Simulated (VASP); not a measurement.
Here is a VASP 6.6.1 calculation.

Contents of INCAR:

```
PREC     = Accurate       # precision mode
ENCUT    = 520            # plane-wave cutoff, eV
EDIFF    = 1E-6           # SCF threshold, eV
ISMEAR   = 0              # smearing method
SIGMA    = 0.05           # smearing width, eV
LREAL    = False          # projectors in reciprocal space
LASPH    = True           # aspherical terms in the spheres
NELM     = 80             # most SCF steps
ALGO     = Normal         # electronic algorithm
ISIF     = 2              # what is computed and relaxed
LWAVE    = False          # write WAVECAR
LCHARG   = True           # write CHGCAR
GGA      = CA             # functional
LELF     = True           # ELF
LVHAR    = True         
NBANDS   = 16             # bands
```

File KPOINTS:

```
Automatic mesh
0
Gamma
  12 12 4
```

Contents of POSCAR:

```
BN
1.0
    2.3970292072      0.0000000000      0.0000000000
   -1.1985146036      2.1549757989      0.0000000000
    0.0000000000      0.0000000000      6.0191680927
B N
2 2
Direct
    0.3285454011      0.6570908021      0.2500000000
    0.6714545989      0.3429091979      0.7500000000
    0.3412197875      0.6824395750      0.7500000000
    0.6587802125      0.3175604250      0.2500000000
```

Potentials or basis: VASP PAW LDA potentials, release 64 (B, N).

Launch:

```bash
$ cat potpaw_LDA.64/B/POTCAR potpaw_LDA.64/N/POTCAR > POTCAR
$ mpirun -np 1 vasp_std > vasp.out
```

Task: Estimate the band gap on the k mesh.

Result: 3.82 eV, indirect (least direct gap 4.27 eV).

Task: What does it give for the pressure?

Result: 18.7 GPa.

Task: Predict the largest force.

Result: 0.004 eV/Å.

Stress tensor (GPa, compression positive):
```
41.33  0.00  0.00
 0.00 11.35  0.00
 0.00  0.00  3.46
```

Caveat: the cell differs from its parent crystal (normal strain along x -0.0367, normal strain along z -0.0733). A k mesh can miss the band edges.
